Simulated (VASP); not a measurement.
Input of a VASP 6.6.1 run:

File INCAR:

```
  ALGO = Normal
  EDIFF = 1E-6
  ENCUT = 520
  GGA = PS
  ISIF = 2
  ISMEAR = 1
  LASPH = True
  LCHARG = False
  LREAL = False
  LWAVE = False
  NBANDS = 13
  NELM = 60
  PREC = Accurate
  SIGMA = 0.1
```

Contents of KPOINTS:

```
k-points
0
Gamma
  36 36 36
```

File POSCAR:

```
W
1.0
   -1.5800000000      1.5800000000      1.5800000000
    1.5800000000     -1.5800000000      1.5800000000
    1.5800000000      1.5800000000     -1.5800000000
W
1
Direct
    0.0000000000      0.0000000000      0.0000000000
```

Potentials or basis: VASP PAW PBE potentials, release 64 (W_sv).

Launch:

```bash
$ cat potpaw_PBE.64/W_sv/POTCAR > POTCAR
$ mpirun -np 1 vasp_std > vasp.out
```

Q: What does it give for the band gap on the k mesh?

A: Zero (bands 7 and 8 overlap by 6.45 eV).

Q: Predict the pressure.

A: -1.1 GPa.

Caveat: the PAW data sets were made with another functional, which shifts forces and pressure a little; spin-orbit coupling is left out, which moves the levels of the heavy elements.
